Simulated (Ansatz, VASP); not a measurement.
Lu3Zn2Ge in VASP and in Ansatz

```
CELL_PARAMETERS angstrom
5.86827 0.00000 0.00000
-2.93413 5.08207 0.00000
0.00000 0.00000 4.54935
ATOMIC_POSITIONS crystal
Lu 0.00000 0.00000 0.50000
Lu 0.33333 0.66667 0.50000
Lu 0.66667 0.33333 0.50000
Zn 0.33333 0.66667 0.00000
Zn 0.66667 0.33333 0.00000
Ge 0.00000 0.00000 0.00000
```

Alike in both runs: task single point; functional PBE; k mesh 3 × 3 × 4; occupations gaussian, width 0.1 eV; no spin polarisation.

|  | VASP | Ansatz |
| --- | --- | --- |
| version | VASP 6.6.1 | Ansatz 0.2.0 |
| potentials or method | VASP PAW PBE potentials, release 64 (Lu, Zn, Ge_d), cutoff 520 eV | scalar-relativistic, plane waves, PAW |
| valence electrons in the cell | 113 | 113 |

|  | VASP | Ansatz | Ansatz less VASP |
| --- | --- | --- | --- |
| gap on the k mesh at the Fermi level (eV) | none | none | - |
| pressure (GPa) | 27.2 | 26.7 | -0.53 |
| traceless stress, the component that is largest in VASP (GPa) | 56.33 | 55.39 | -0.936 |

A gap of «none» marks a metal or a gap that the smearing closes.

The k mesh is coarse, so the values compare programs but aren't converged. Spin-orbit coupling is off throughout.
